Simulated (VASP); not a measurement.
Set up this calculation in VASP 6.6.1, as the native input.

| Quantity | Value |
| --- | --- |
| Task | density of states |
| Functional | PBE |
| Potentials or basis | VASP PAW PBE potentials, release 64 (Sr_sv) |
| Cutoff | 520 eV |
| k mesh | 10 × 10 × 10 |
| Occupations | fermi-dirac, width 0.05 eV |
| Spin | no spin polarisation |
| Dipole correction | no |
| k mesh for the DOS | 15 × 15 × 15 |
| Occupations for the DOS | tetrahedron |
| Further INCAR settings | ALGO = Normal; EDIFF = 1e-06; NBANDS = 11 |

Sr:

```
Sr
1.0
     3.84911    0.00000    0.00000
     0.00000    3.84911    0.00000
     0.00000    0.00000    3.84911
Sr
1
Direct
  0.00000 0.00000 0.00000
```

These files were run (other wordings do the same):

POSCAR

```
Sr
1.0
    3.8491146653      0.0000000000      0.0000000000
    0.0000000000      3.8491146653      0.0000000000
    0.0000000000      0.0000000000      3.8491146653
Sr
1
Direct
    0.0000000000      0.0000000000      0.0000000000
```

INCAR.step1

```
SYSTEM = Sr
  PREC = Accurate
  ENCUT = 520
  EDIFF = 1E-6
  ISMEAR = -1
  SIGMA = 0.05
  LREAL = .FALSE.
  LASPH = .TRUE.
  NELM = 80
  ALGO = Normal
  ISIF = 2
  LWAVE = .FALSE.
  LCHARG = .TRUE.
  GGA = PE
  NBANDS = 11
```

KPOINTS.step1

```
regular mesh
0
G
  10 10 10
  0 0 0
```

INCAR.step2

```
SYSTEM = Sr
  PREC = Accurate
  ENCUT = 520
  EDIFF = 1E-6
  ISMEAR = -5
  SIGMA = 0.05
  LREAL = .FALSE.
  LASPH = .TRUE.
  NELM = 80
  ALGO = Normal
  ISIF = 2
  LWAVE = .FALSE.
  LCHARG = .FALSE.
  GGA = PE
  LORBIT = 11
  NBANDS = 11
  NEDOS = 2001
  ICHARG = 11
```

KPOINTS.step2

```
regular mesh
0
G
  15 15 15
  0 0 0
```

Potentials or basis: VASP PAW PBE potentials, release 64 (Sr_sv).

Command:

```bash
$ cat potpaw_PBE.64/Sr_sv/POTCAR > POTCAR
$ cp INCAR.step1 INCAR
$ cp KPOINTS.step1 KPOINTS
$ mpirun -np 1 vasp_std > vasp.out
$ cp INCAR.step2 INCAR
$ cp KPOINTS.step2 KPOINTS
$ mpirun -np 1 vasp_std > vasp.out
```

Results of the run:

- Valence electrons inside the program's atomic spheres: Sr 7.92

Run time: 49 s on 1 thread of Intel Xeon 6975P-C, on a shared host, peak memory 0.21 GiB.
